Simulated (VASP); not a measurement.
# KF (Fm-3m) in VASP: a series of runs

The runs below take KF through single point, with r2SCAN, HSE06, PBE-based screened hybrid with 10 % exact exchange.

Program: VASP 6.6.1. These are calculated values, not measurements. Logs are shortened: lines on timing, memory, paths and dates and some standing lists are left out, and cuts for length are marked.

## (1) The cell of the first run

The structure is cubic, space group Fm-3m (No. 225). Conventional cell: a = 5.318 Å, b = 5.318 Å, c = 5.318 Å, α = 90.00°, β = 90.00°, γ = 90.00°. Within 3.5 Å of K (site symmetry m-3m) lie 6 F at 2.66 Å. F (site symmetry m-3m) has 6 K at 2.66 Å within 3.5 Å.

## (2) Single point, r2SCAN

Input file POSCAR:

```
KF
1.0
    0.0000000000      2.6589605792      2.6589605792
    2.6589605792      0.0000000000      2.6589605792
    2.6589605792      2.6589605792      0.0000000000
K F
1 1
Direct
    0.0000000000      0.0000000000      0.0000000000
    0.5000000000      0.5000000000      0.5000000000
```

Input file INCAR.step1:

```
SYSTEM = KF
ALGO = Normal ; EDIFF = 1E-4
ENCUT = 520 ; GGA = PE
ISMEAR = 0 ; LASPH = .True.
LCHARG = .False. ; LREAL = .False.
LWAVE = .True. ; NBANDS = 15
NELM = 60 ; PREC = Accurate
SIGMA = 0.01
```

Input file INCAR.step2:

```
SYSTEM = KF
ALGO = Normal ; EDIFF = 1E-6
ENCUT = 520 ; ISIF = 2
ISMEAR = 0 ; ISTART = 1
LASPH = .True. ; LCHARG = .False.
LMIXTAU = .True. ; LREAL = .False.
LWAVE = .False. ; METAGGA = R2SCAN
NBANDS = 15 ; NELM = 60
PREC = Accurate ; SIGMA = 0.01
```

Input file KPOINTS:

```
k-points
0
Gamma
  4 4 4
  0 0 0
```

Potentials or basis: VASP PAW PBE potentials, release 64 (K_sv, F).

Started as:

```sh
cat potpaw_PBE.64/K_sv/POTCAR potpaw_PBE.64/F/POTCAR > POTCAR
cp INCAR.step1 INCAR
mpirun -np 1 vasp_std > vasp.out
cp INCAR.step2 INCAR
mpirun -np 1 vasp_std > vasp.out
```

OUTCAR:

```text
SYSTEM = KF
   EDIFF = 1E-6
   ENCUT = 520
   ISIF = 2
   ISMEAR = 0
   ISTART = 1
   LASPH = .True.
   LREAL = .False.
   METAGGA = R2SCAN
   NELM = 60
   PREC = Accurate

 ion  position               nearest neighbor table
   1  0.000  0.000  0.000-   2 2.66   2 2.66   2 2.66   2 2.66   2 2.66   2 2.66
   2  0.500  0.500  0.500-   1 2.66   1 2.66   1 2.66   1 2.66   1 2.66   1 2.66

  LATTYP: Found a face centered cubic cell.
 ALAT       =     5.3179211584

  Lattice vectors:

 A1 = (   0.0000000000,   2.6589605792,   2.6589605792)
 A2 = (   2.6589605792,   0.0000000000,   2.6589605792)
 A3 = (   2.6589605792,   2.6589605792,   0.0000000000)

Analysis of symmetry for initial positions (statically):
=====================================================================
 Subroutine PRICEL returns:
 Original cell was already a primitive cell.

 Routine SETGRP: Setting up the symmetry group for a
 face centered cubic supercell.

 Subroutine GETGRP returns: Found 48 space group operations
 (whereof 48 operations were pure point group operations)
 out of a pool of 48 trial point group operations.

The static configuration has the point symmetry O_h .

Analysis of symmetry for dynamics (positions and initial velocities):
=====================================================================
 Subroutine PRICEL returns:
 Original cell was already a primitive cell.

 Routine SETGRP: Setting up the symmetry group for a
 face centered cubic supercell.

 Subroutine GETGRP returns: Found 48 space group operations
 (whereof 48 operations were pure point group operations)
 out of a pool of 48 trial point group operations.

The dynamic configuration has the point symmetry O_h .

 Subroutine INISYM returns: Found 48 space group operations
 (whereof 48 operations are pure point group operations),
 and found     1 'primitive' translations

----------------------------------------------------------------------------------------

                                     Primitive cell

  volume of cell :      37.5981

  direct lattice vectors                    reciprocal lattice vectors
     0.000000000  2.658960579  2.658960579    -0.188043405  0.188043405  0.188043405
     2.658960579  0.000000000  2.658960579     0.188043405 -0.188043405  0.188043405
     2.658960579  2.658960579  0.000000000     0.188043405  0.188043405 -0.188043405

  length of vectors
     3.760338113  3.760338113  3.760338113     0.325700731  0.325700731  0.325700731

  position of ions in fractional coordinates (direct lattice)
     0.000000000  0.000000000  0.000000000
     0.500000000  0.500000000  0.500000000

  ion indices of the primitive-cell ions
   primitive index   ion index
                 1           1
                 2           2

----------------------------------------------------------------------------------------

 KPOINTS: k-points

Automatic generation of k-mesh.
 Grid dimensions read from file:
 generate k-points for:    4    4    4

 Generating k-lattice:

  Cartesian coordinates                     Fractional coordinates (reciprocal lattice)
    -0.047010851  0.047010851  0.047010851     0.250000000  0.000000000  0.000000000
     0.047010851 -0.047010851  0.047010851     0.000000000  0.250000000  0.000000000
     0.047010851  0.047010851 -0.047010851     0.000000000  0.000000000  0.250000000

  Length of vectors
     0.081425183  0.081425183  0.081425183

  Shift w.r.t. Gamma in fractional coordinates (k-lattice)
     0.000000000  0.000000000  0.000000000

 Subroutine IBZKPT returns following result:
 ===========================================

 Found      8 irreducible k-points:

 Following reciprocal coordinates:
            Coordinates               Weight
  0.000000  0.000000  0.000000      1.000000
  0.250000  0.000000  0.000000      8.000000
  0.500000  0.000000  0.000000      4.000000
  0.250000  0.250000  0.000000      6.000000
  0.500000  0.250000  0.000000     24.000000
 -0.250000  0.250000  0.000000     12.000000
  0.500000  0.500000  0.000000      3.000000
 -0.250000  0.500000  0.250000      6.000000
   k-points           NKPTS =      8   k-points in BZ     NKDIM =      8   number of bands    NBANDS=     15
   number of dos      NEDOS =    301   number of ions     NIONS =      2
   total plane-waves  NPLWV =  21952
   dimension x,y,z NGX =    28 NGY =   28 NGZ =   28
   dimension x,y,z NGXF=    56 NGYF=   56 NGZF=   56
   ions per type =               1   1
   NGX,Y,Z   is equivalent  to a cutoff of  12.38, 12.38, 12.38 a.u.
   NGXF,Y,Z  is equivalent  to a cutoff of  24.76, 24.76, 24.76 a.u.
 SYSTEM =  KF
   PREC   = accura    normal or accurate (medium, high low for compatibility)
   ISTART =      1    job   : 0-new  1-cont  2-samecut
   ICHARG =      0    charge: 1-file 2-atom 10-const
   ISPIN  =      1    spin polarized calculation?
   LNONCOLLINEAR =      F non collinear calculations
   LSORBIT =      F    spin-orbit coupling
   LASPH  =      T    aspherical Exc in radial PAW
   ENCUT  =  520.0 eV  38.22 Ry    6.18 a.u.   6.99  6.99  6.99*2*pi/ulx,y,z
   NELM   =     60;   NELMIN=  2; NELMDL=  0     # of ELM steps
   EDIFF  = 0.1E-05   stopping-criterion for ELM
   LREAL  =      F    real-space projection
   EDIFFG = 0.1E-04   stopping-criterion for IOM
   NSW    =      0    number of steps for IOM
   IBRION =     -1    ionic relax: 0-MD 1-quasi-New 2-CG
   NFREE  =      0    steps in history (QN), initial steepest desc. (CG)
   ISIF   =      2    stress and relaxation
   ISYM   =      2    0-nonsym 1-usesym 2-fastsym
   POTIM  = 0.5000    time-step for ionic-motion
   TEBEG  =    0.0;   TEEND  =   0.0 temperature during run
   PSTRESS=    0.0 pullay stress
   NELECT =      16.0000    total number of electrons
   NUPDOWN=      -1.0000    fix difference up-down
   EMIN   =  10.00;   EMAX   =-10.00  energy-range for DOS
   EFERMI =   0.00;   METHOD = LEGACY
   ISMEAR =     0;   SIGMA  =   0.01  broadening in eV -4-tet -1-fermi 0-gaus
   EFERMI_NEDOS =   21; number of points for ismear=-14 and -15
   IALGO  =     38    algorithm
   IMIX   =      4    mixing-type and parameters
     AMIX     =   0.40;   BMIX     =  1.00
     AMIX_MAG =   1.60;   BMIX_MAG =  1.00
  volume/ion in A,a.u.               =      18.80       126.86
  Fermi-wavevector in a.u.,A,eV,Ry     =   1.231382  2.326975 20.630548  1.516303
  Thomas-Fermi vector in A             =   2.366194
   LORBIT       =      0    0 simple, 1 ext, 2 COOP (PROOUT), +10 PAW based schemes
   METAGGA = R2SCAN    functional components
   LHFCALC =     F    Hartree Fock is set to
   AEXX    =    0.0000 exact exchange contribution
   IVDW    =     0    specifies the selected vdW correction
   LEPSILON=     F    determine dielectric tensor
   LRPA    =     F    only Hartree local field effects (RPA)
 non-spin polarized calculation
 Gauss-broadening in eV      SIGMA  =   0.01
  energy-cutoff  :      520.00
  volume of cell :       37.60
 maximum number of plane-waves:      1036
   NGX = 13   NGY = 13   NGZ = 13

 number of electron      16.0000010 magnetization

 Free energy of the ion-electron system (eV)
  ---------------------------------------------------
  ext. energy  EPLUGINS =         0.00000000
  ---------------------------------------------------
  free energy    TOTEN  =       -14.97293684 eV

  energy without entropy =      -14.97293684  energy(sigma->0) =      -14.97293684

 E-fermi :  -3.1608     XC(G=0):  -8.9717

 val. band max:       -3.3118648585   @ k =   0.0000   0.0000   0.0000
 cond. band min:       3.5957877841   @ k =   0.0000   0.0000   0.0000
 fundamental gap:      6.9076526426
 Fermi energy:        -3.1608482628

 k-point     1 :       0.0000    0.0000    0.0000
  band No.  band energies     occupation
      1     -30.3949      2.00000
      2     -23.1084      2.00000
      3     -12.8696      2.00000
      4     -12.8696      2.00000
      5     -12.8696      2.00000
      6      -3.3119      2.00000
      7      -3.3119      2.00000
      8      -3.3119      2.00000
      9       3.5958      0.00000
     10       8.1806      0.00000
     11       8.1806      0.00000
     12       8.1806      0.00000
     13      10.0620      0.00000
     14      10.0620      0.00000
     15      13.9772      0.00000

 k-point     2 :       0.2500    0.0000    0.0000
  band No.  band energies     occupation
      1     -30.3444      2.00000
      2     -23.1554      2.00000
      3     -13.0119      2.00000
      4     -12.8878      2.00000
      5     -12.8878      2.00000
      6      -3.7383      2.00000
      7      -3.4891      2.00000
      8      -3.4891      2.00000
      9       5.1218      0.00000
     10       7.4794      0.00000
     11       8.9504      0.00000
     12       8.9504      0.00000
     13      10.6740      0.00000
     14      10.6740      0.00000
     15      16.1137      0.00000

 k-point     3 :       0.5000    0.0000    0.0000
  band No.  band energies     occupation
      1     -30.2931      2.00000
      2     -23.2028      2.00000
      3     -13.1518      2.00000
      4     -12.9056      2.00000
      5     -12.9055      2.00000
      6      -4.0910      2.00000
      7      -3.6593      2.00000
      8      -3.6593      2.00000
      9       6.4277      0.00000
     10       8.0443      0.00000
     11       9.6815      0.00000
     12       9.6815      0.00000
     13      12.0689      0.00000
     14      12.0689      0.00000
     15      14.1067      0.00000

 k-point     4 :       0.2500    0.2500    0.0000
  band No.  band energies     occupation
      1     -30.3308      2.00000
      2     -23.1463      2.00000
      3     -13.0308      2.00000
      4     -12.9782      2.00000
      5     -12.9782      2.00000
      6      -3.7923      2.00000
      7      -3.3564      2.00000
      8      -3.3563      2.00000
      9       5.4478      0.00000
     10       6.4972      0.00000
     11       9.7244      0.00000
     12       9.7244      0.00000
     13      10.3073      0.00000
     14      10.6625      0.00000
     15      17.3353      0.00000

 k-point     5 :       0.5000    0.2500    0.0000
  band No.  band energies     occupation
      1     -30.2827      2.00000
      2     -23.1685      2.00000
      3     -13.2414      2.00000
      4     -13.0626      2.00000
      5     -12.9977      2.00000
      6      -3.7486      2.00000
      7      -3.5566      2.00000
      8      -3.5090      2.00000
      9       6.4108      0.00000
     10       7.3840      0.00000
     11       9.3242      0.00000
     12      10.4886      0.00000
     13      11.8100      0.00000
     14      12.2243      0.00000
     15      13.6049      0.00000

 k-point     6 :      -0.2500    0.2500    0.0000
  band No.  band energies     occupation
      1     -30.2966      2.00000
      2     -23.1777      2.00000
      3     -13.1239      2.00000
      4     -13.0746      2.00000
      5     -12.9077      2.00000
      6      -3.9175      2.00000
      7      -3.6373      2.00000
      8      -3.4352      2.00000
      9       6.5417      0.00000
     10       7.1929      0.00000
     11       9.3428      0.00000
     12       9.8727      0.00000
     13      11.0741      0.00000
     14      12.3099      0.00000
     15      14.2945      0.00000

 k-point     7 :       0.5000    0.5000    0.0000
  band No.  band energies     occupation
      1     -30.2722      2.00000
      2     -23.1339      2.00000
      3     -13.4448      2.00000
      4     -13.0870      2.00000
      5     -13.0870      2.00000
      6      -3.5085      2.00000
      7      -3.3618      2.00000
      8      -3.3618      2.00000
      9       5.4636      0.00000
     10       7.9949      0.00000
     11       9.2327      0.00000
     12      11.3941      0.00000
     13      11.9051      0.00000
     14      11.9051      0.00000
     15      13.9225      0.00000

 k-point     8 :      -0.2500    0.5000    0.2500
  band No.  band energies     occupation
      1     -30.2689      2.00000
      2     -23.1591      2.00000
      3     -13.2681      2.00000
      4     -13.2681      2.00000
      5     -12.9582      2.00000
      6      -3.7125      2.00000
      7      -3.4647      2.00000
      8      -3.4647      2.00000
      9       7.0662      0.00000
     10       7.0662      0.00000
     11       8.9041      0.00000
     12      11.2013      0.00000
     13      11.9150      0.00000
     14      12.9181      0.00000
     15      13.9028      0.00000

------------------------ aborting loop because EDIFF is reached ----------------------------------------

  FORCE on cell =-STRESS in cart. coord.  units (eV):
  Direction    XX          YY          ZZ          XY          YZ          ZX
  --------------------------------------------------------------------------------------
  -------------------------------------------------------------------------------------
  Total       -0.0086080     -0.0086080     -0.0086080      0.0000000     -0.0000000     -0.0000000
  in kB       -0.3668148     -0.3668148     -0.3668148      0.0000000     -0.0000000     -0.0000000
  external PRESSURE =      -0.3668148 kB  Pullay stress =       0.0000000 kB

 VOLUME and BASIS-vectors are now :
 -----------------------------------------------------------------------------
  energy-cutoff  :      520.00
  volume of cell :       37.60
      direct lattice vectors                 reciprocal lattice vectors
     0.000000000  2.658960579  2.658960579    -0.188043405  0.188043405  0.188043405
     2.658960579  0.000000000  2.658960579     0.188043405 -0.188043405  0.188043405
     2.658960579  2.658960579  0.000000000     0.188043405  0.188043405 -0.188043405

 POSITION                                       TOTAL-FORCE (eV/Angst)
 -----------------------------------------------------------------------------------
      0.00000      0.00000      0.00000         0.000000      0.000000      0.000000
      2.65896      2.65896      2.65896         0.000000     -0.000000     -0.000000
 -----------------------------------------------------------------------------------
    total drift:                                0.000000      0.000000      0.000000

  FREE ENERGIE OF THE ION-ELECTRON SYSTEM (eV)
  ---------------------------------------------------
  free  energy   TOTEN  =       -14.9729368351 eV

  energy  without entropy=      -14.9729368351  energy(sigma->0) =      -14.97293684
```

Wall time 35 s (1 thread of Intel Xeon Platinum 8375C at 2.90GHz (Ice Lake), shared host); peak memory 0.16 GiB.

What came out:

```yaml
Free_energy: -14.9729 eV
Pressure: 0.0 GPa
Band_gap_on_the_k_mesh: 6.91 eV
```

Levels at points of the mesh, in eV from the valence-band top:
```
           k point  band 5  band 6  band 7  band 8  band 9  band 10  band 11  band 12
(0.00, 0.00, 0.00)   -9.56    0.00    0.00    0.00    6.91    11.49    11.49    11.49
(0.50, 0.00, 0.00)   -9.59   -0.78   -0.35   -0.35    9.74    11.36    12.99    12.99
(0.50, 0.50, 0.00)   -9.78   -0.20   -0.05   -0.05    8.78    11.31    12.54    14.71
```

Caveat: the k points lie up to 0.51 Å⁻¹ apart; the PAW data sets were made with another functional, which shifts forces and pressure a little.

## (3) Single point, HSE06

POSCAR is that of step 2.

Input file INCAR.step1:

```
PREC = Accurate
ENCUT = 520
EDIFF = 1E-5
ISMEAR = 0
SIGMA = 0.01
LREAL = False
LASPH = True
NELM = 60
ALGO = Normal
ISIF = 2
LWAVE = True
LCHARG = False
GGA = PE
NBANDS = 15
```

Input file INCAR.step2:

```
PREC = Accurate
ENCUT = 520
EDIFF = 1E-7
ISMEAR = 0
SIGMA = 0.01
LREAL = False
LASPH = True
NELM = 60
ALGO = Normal
ISIF = 2
LWAVE = False
LCHARG = False
GGA = PE
LHFCALC = True
HFSCREEN = 0.2079
PRECFOCK = Normal
ISTART = 1
NBANDS = 15
```

Input file KPOINTS:

```
regular mesh
0
Gamma
  4 4 4
```

Potentials or basis: VASP PAW PBE potentials, release 64 (K_sv, F).

Started as:

```sh
cat potpaw_PBE.64/K_sv/POTCAR potpaw_PBE.64/F/POTCAR > POTCAR
cp INCAR.step1 INCAR
mpirun -np 1 vasp_std > vasp.out
cp INCAR.step2 INCAR
mpirun -np 1 vasp_std > vasp.out
```

It took 7.9 min on 1 thread of Intel Xeon Platinum 8375C at 2.90GHz (Ice Lake), shared host; peak memory 0.27 GiB.

It converged, with:

- Free energy: -9.9619 eV
- Pressure: 1.1 GPa
- Band gap on the k mesh: 8.24 eV

Levels at points of the mesh, in eV from the valence-band top:
```
           k point  band 6  band 7  band 8  band 9  band 10  band 11
(0.00, 0.00, 0.00)    0.00    0.00    0.00    8.24    13.06    13.06
(0.50, 0.00, 0.00)   -0.80   -0.36   -0.36   11.27    12.78    14.62
(0.50, 0.50, 0.00)   -0.19   -0.05   -0.05   10.33    12.71    14.05
```

Caveat: the k points lie up to 0.51 Å⁻¹ apart; the PAW data sets were made with another functional, which shifts forces and pressure a little.

## (4) Single point, PBE-based screened hybrid with 10 % exact exchange

POSCAR is that of step 3.

Input file INCAR.step1:

```
PREC = Accurate ; ENCUT = 520
EDIFF = 1E-5 ; ISMEAR = 0
SIGMA = 0.01 ; LREAL = False
LASPH = True ; NELM = 60
ALGO = Normal ; ISIF = 2
LWAVE = True ; LCHARG = False
NBANDS = 15 ; GGA = PE
```

Input file INCAR.step2:

```
PREC = Accurate ; ENCUT = 520
EDIFF = 1E-6 ; ISMEAR = 0
SIGMA = 0.01 ; LREAL = False
LASPH = True ; NELM = 60
ALGO = Normal ; ISIF = 2
LWAVE = False ; LCHARG = False
GGA = PE ; LHFCALC = True
AEXX = 0.1 ; HFSCREEN = 0.1
PRECFOCK = Normal ; NBANDS = 15
ISTART = 1
```

KPOINTS is that of step 3.

Started as:

```sh
cat potpaw_PBE.64/K_sv/POTCAR potpaw_PBE.64/F/POTCAR > POTCAR
cp INCAR.step1 INCAR
mpirun -np 1 vasp_std > vasp.out
cp INCAR.step2 INCAR
mpirun -np 1 vasp_std > vasp.out
```

Run time: 7.1 min. Hardware: 1 thread of Intel Xeon Platinum 8375C at 2.90GHz (Ice Lake), shared host; peak memory 0.27 GiB.

Results (log left out):

```yaml
Free_energy: -9.0486 eV
Pressure: 1.6 GPa
Band_gap_on_the_k_mesh: 7.19 eV
```

Levels at points of the mesh, in eV from the valence-band top:
| k point | band 4 | band 5 | band 6 | band 7 | band 8 | band 9 | band 10 | band 11 | band 12 | band 13 |
| --- | --- | --- | --- | --- | --- | --- | --- | --- | --- | --- |
| (0.00, 0.00, 0.00) | -9.41 | -9.41 | 0.00 | 0.00 | 0.00 | 7.19 | 11.81 | 11.81 | 11.81 | 13.57 |
| (0.50, 0.00, 0.00) | -9.44 | -9.44 | -0.81 | -0.36 | -0.36 | 10.14 | 11.69 | 13.29 | 13.29 | 15.64 |
| (0.50, 0.50, 0.00) | -9.63 | -9.63 | -0.20 | -0.05 | -0.05 | 9.21 | 11.47 | 12.93 | 14.90 | 15.55 |

Caveat: the k points lie up to 0.51 Å⁻¹ apart; the PAW data sets were made with another functional, which shifts forces and pressure a little.

## (5) Overview

| level | grid for exact exchange (PRECFOCK) | share of exact exchange | screening parameter | gap on the mesh (eV) | pressure (GPa) |
| --- | --- | --- | --- | --- | --- |
| r2SCAN | - | - | - | 6.91 | 0.0 |
| HSE06 | Normal | 0.25 | 0.2079 1/Å | 8.24 | 1.1 |
| PBE-based screened hybrid with 10 % exact exchange | Normal | 0.1 | 0.1 1/Å | 7.19 | 1.6 |

Alike in all rows: task single point; potentials or basis VASP PAW PBE potentials, release 64 (K_sv, F); no spin polarisation; cell as given; k mesh 4 × 4 × 4; cutoff (eV) 520; smearing gaussian 0.01 eV.

Caveats: all runs use coarse meshes; the PAW data sets were made with another functional, which shifts forces and pressure a little.

Absolute energies hang on the potentials; compare differences alone.
